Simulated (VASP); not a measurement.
# Mg (Pm-3m) in VASP: relaxation of cell and atoms with PBE

Aim: the relaxation of cell and atoms of Mg with PBE.

Program: VASP 6.6.1. These are calculated values, not measurements. Logs are shortened: lines on timing, memory, paths and dates and some standing lists are left out, and cuts for length are marked.

### 1 The cell of the first run

Symmetry: Pm-3m, No. 221, cubic system. The conventional cell has a = 2.275 Å, b = 2.275 Å, c = 2.275 Å, α = 90.00°, β = 90.00°, γ = 90.00°. Mg (site symmetry m-3m) has 6 Mg at 2.28 Å within 3.0 Å.

This isn't the form of Mg at room conditions, which is hcp.

### 2 Relaxation of cell and atoms, PBE, target pressure 94 GPa, at which the enthalpy is minimised

INCAR

```
SYSTEM = Mg
PREC = Accurate
ENCUT = 600
EDIFF = 1E-6
ISMEAR = -1
SIGMA = 0.1
LREAL = .False.
LASPH = .True.
NELM = 100
ALGO = Normal
ISIF = 3
LWAVE = .False.
LCHARG = .False.
GGA = PE
IBRION = 2
NSW = 32
EDIFFG = -0.005
PSTRESS = 940.0
```

KPOINTS

```
regular mesh
0
Gamma
  17 17 17
  0 0 0
```

POSCAR

```
Mg
1.0
    2.2751099727      0.0000000000      0.0000000000
    0.0000000000      2.2751099727      0.0000000000
    0.0000000000      0.0000000000      2.2751099727
Mg
1
Direct
    0.0000000000      0.0000000000      0.0000000000
```

Potentials or basis: VASP PAW PBE potentials, release 64 (Mg).

Run with:

```console
$ cat potpaw_PBE.64/Mg/POTCAR > POTCAR
$ mpirun -np 1 vasp_std > vasp.out
```

OUTCAR:

```text
SYSTEM = Mg
   PREC = Accurate
   ENCUT = 600
   EDIFF = 1E-6
   ISMEAR = -1
   LREAL = .False.
   LASPH = .True.
   NELM = 100
   ISIF = 3
   GGA = PE
   IBRION = 2
   NSW = 32
   EDIFFG = -0.005
   PSTRESS = 940.0

 ion  position               nearest neighbor table
   1  0.000  0.000  0.000-

  LATTYP: Found a simple cubic cell.
 ALAT       =     2.2751099727

  Lattice vectors:

 A1 = (   2.2751099727,   0.0000000000,   0.0000000000)
 A2 = (   0.0000000000,   2.2751099727,   0.0000000000)
 A3 = (   0.0000000000,   0.0000000000,   2.2751099727)

Analysis of symmetry for initial positions (statically):
=====================================================================
 Subroutine PRICEL returns:
 Original cell was already a primitive cell.

 Routine SETGRP: Setting up the symmetry group for a
 simple cubic supercell.

 Subroutine GETGRP returns: Found 48 space group operations
 (whereof 48 operations were pure point group operations)
 out of a pool of 48 trial point group operations.

The static configuration has the point symmetry O_h .

Analysis of symmetry for dynamics (positions and initial velocities):
=====================================================================
 Subroutine PRICEL returns:
 Original cell was already a primitive cell.

 Routine SETGRP: Setting up the symmetry group for a
 simple cubic supercell.

 Subroutine GETGRP returns: Found 48 space group operations
 (whereof 48 operations were pure point group operations)
 out of a pool of 48 trial point group operations.

The dynamic configuration has the point symmetry O_h .

 Subroutine INISYM returns: Found 48 space group operations
 (whereof 48 operations are pure point group operations),
 and found     1 'primitive' translations

----------------------------------------------------------------------------------------

                                     Primitive cell

  volume of cell :      11.7763

  direct lattice vectors                    reciprocal lattice vectors
     2.275109973  0.000000000  0.000000000     0.439539192  0.000000000  0.000000000
     0.000000000  2.275109973  0.000000000     0.000000000  0.439539192  0.000000000
     0.000000000  0.000000000  2.275109973     0.000000000  0.000000000  0.439539192

  length of vectors
     2.275109973  2.275109973  2.275109973     0.439539192  0.439539192  0.439539192

[... 85 lines left out ...]
   ISYM   =      2    0-nonsym 1-usesym 2-fastsym
   POTIM  = 0.5000    time-step for ionic-motion
   TEBEG  =    0.0;   TEEND  =   0.0 temperature during run
   PSTRESS=  940.0 pullay stress
   NELECT =       2.0000    total number of electrons
   NUPDOWN=      -1.0000    fix difference up-down
   EMIN   =  10.00;   EMAX   =-10.00  energy-range for DOS
   EFERMI =   0.00;   METHOD = LEGACY
   ISMEAR =    -1;   SIGMA  =   0.10  broadening in eV -4-tet -1-fermi 0-gaus
   EFERMI_NEDOS =   21; number of points for ismear=-14 and -15
   IALGO  =     38    algorithm
   IMIX   =      4    mixing-type and parameters
     AMIX     =   0.40;   BMIX     =  1.00
     AMIX_MAG =   1.60;   BMIX_MAG =  1.00
  volume/ion in A,a.u.               =      11.78        79.47
  Fermi-wavevector in a.u.,A,eV,Ry     =   0.906600  1.713226 11.182952  0.821924
  Thomas-Fermi vector in A             =   2.030307
   LORBIT       =      0    0 simple, 1 ext, 2 COOP (PROOUT), +10 PAW based schemes
   GGA     = PE    functional components
   LHFCALC =     F    Hartree Fock is set to
   AEXX    =    0.0000 exact exchange contribution
   IVDW    =     0    specifies the selected vdW correction
   LEPSILON=     F    determine dielectric tensor
   LRPA    =     F    only Hartree local field effects (RPA)
 conjugate gradient relaxation of ions
 non-spin polarized calculation
  energy-cutoff  :      600.00
  volume of cell :       11.78
 maximum number of plane-waves:       413
   NGX =  9   NGY =  9   NGZ =  9

--------------------------------------- Ionic step        1  -------------------------------------------

 number of electron       2.0000000 magnetization

 Free energy of the ion-electron system (eV)
  ---------------------------------------------------
  ext. energy  EPLUGINS =         0.00000000
  ---------------------------------------------------
  free energy    TOTEN  =         1.25864595 eV

  energy without entropy =        1.26856410  energy(sigma->0) =        1.26360503

------------------------ aborting loop because EDIFF is reached ----------------------------------------

  FORCE on cell =-STRESS in cart. coord.  units (eV):
  Direction    XX          YY          ZZ          XY          YZ          ZX
  --------------------------------------------------------------------------------------
  -------------------------------------------------------------------------------------
  Total        6.9781939      6.9781939      6.9781939      0.0000000      0.0000000     -0.0000000
  in kB      949.3938904    949.3938904    949.3938904      0.0000000      0.0000000     -0.0000000
  external PRESSURE =       9.3938904 kB  Pullay stress =     940.0000000 kB
[... 61 lines left out ...]
--------------------------------------- Ionic step        3  -------------------------------------------

 number of electron       2.0000000 magnetization

 Free energy of the ion-electron system (eV)
  ---------------------------------------------------
  ext. energy  EPLUGINS =         0.00000000
  ---------------------------------------------------
  free energy    TOTEN  =         1.23538271 eV

  energy without entropy =        1.24542061  energy(sigma->0) =        1.24040166

 E-fermi :   7.5540     XC(G=0): -10.8299

 val. band max:        7.5312004237   @ k =   0.4118   0.1176   0.1176
 cond. band min:       7.6209257022   @ k =   0.4118   0.1765   0.0000
 fundamental gap:      0.0897252785
 Fermi energy:         7.5540094250

 k-point     1 :       0.0000    0.0000    0.0000
  band No.  band energies     occupation
      1      -2.8712      2.00000
      2      18.7712      0.00000
      3      18.7712      0.00000
      4      24.8167      0.00000
      5      24.8167      0.00000
[... 177 lines left out ...]
 k-point    24 :       0.4706    0.1176    0.0000
  band No.  band energies     occupation
      1       3.4009      2.00000
      2       5.6975      2.00000
      3      21.8630      0.00000
      4      23.2478      0.00000
      5      27.6186      0.00000

 [... further k-points ...]

------------------------ aborting loop because EDIFF is reached ----------------------------------------

  FORCE on cell =-STRESS in cart. coord.  units (eV):
  Direction    XX          YY          ZZ          XY          YZ          ZX
  --------------------------------------------------------------------------------------
  -------------------------------------------------------------------------------------
  Total        6.9328330      6.9328330      6.9328330      0.0000000     -0.0000000      0.0000000
  in kB      940.0728339    940.0728339    940.0728339      0.0000000     -0.0000000      0.0000000
  external PRESSURE =       0.0728339 kB  Pullay stress =     940.0000000 kB
[... 20 lines left out ...]
  energy  without entropy=        1.2454206141  energy(sigma->0) =        1.24040166

  enthalpy is  TOTEN    =         8.1676785754 eV   P V=        6.9322958630

 reached required accuracy - stopping structural energy minimisation
```

Wall time 19 s (1 thread of Intel Xeon 8259CL, shared host); peak memory 0.13 GiB.

What came out:

```
Free energy                                                : 1.2354 eV
Relaxed volume                                             : 11.82 Å³/atom
Relaxed cell                                               : a = 2.278 Å, b = 2.278 Å, c = 2.278 Å, α = 90.00°, β = 90.00°, γ = 90.00°
Space group after relaxing (to 0.1 Å)                      : Pm-3m (No. 221)
Energy change on relaxing (the run minimises the enthalpy) : -23.3 meV/atom
Ionic steps                                                : 3
Pressure after relaxing                                    : 94.0 GPa
Band gap on the k mesh                                     : zero (bands 1 and 2 overlap by 8.07 eV)
```

Step by step:
| step | energy change (eV) | largest force (eV/Å) | pressure (GPa) | volume (Å³) |
| --- | --- | --- | --- | --- |
| 1 | 0.0000 | 0.0000 | 94.94 | 11.78 |
| 2 | -0.0689 | 0.0000 | 92.19 | 11.89 |
| 3 | -0.0233 | 0.0000 | 94.01 | 11.82 |

Final structure:
```
Mg
1.0
     2.27765    0.00000    0.00000
     0.00000    2.27765    0.00000
     0.00000    0.00000    2.27765
Mg
1
Cartesian
  0.0000 0.0000 0.0000
```

Caveat: the cell is relaxed towards a set pressure, so the run minimises the enthalpy, not the energy.
